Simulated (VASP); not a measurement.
Here is a VASP 6.6.1 calculation.

INCAR

```
SYSTEM = Se
  PREC = Accurate
  ENCUT = 520
  EDIFF = 1E-6
  ISMEAR = 0
  SIGMA = 0.1
  LREAL = .FALSE.
  LASPH = .TRUE.
  NELM = 100
  ALGO = Normal
  ISIF = 2
  LWAVE = .FALSE.
  LCHARG = .FALSE.
  GGA = PS
  NBANDS = 9
```

KPOINTS

```
regular mesh
0
G
  14 14 14
  0 0 0
```

File POSCAR:

```
Se
1.0
    2.8731261528      0.0000000000      0.0000000000
    0.0000000000      2.8731261528      0.0000000000
    0.0000000000      0.0000000000      2.8731261528
Se
1
Direct
    0.0000000000      0.0000000000      0.0000000000
```

Potentials or basis: VASP PAW PBE potentials, release 64 (Se).

Launch:

```console
$ cat potpaw_PBE.64/Se/POTCAR > POTCAR
$ mpirun -np 1 vasp_std > vasp.out
```

(1) Estimate the pressure.

(2) What does it give for the band gap on the k mesh?

Results:

(1) -6.2 GPa.

(2) zero (bands 3 and 4 overlap by 5.75 eV).

Caveat: the cell differs from its parent crystal (strained); the cell stands under tension; the PAW data sets were made with another functional, which shifts forces and pressure a little.
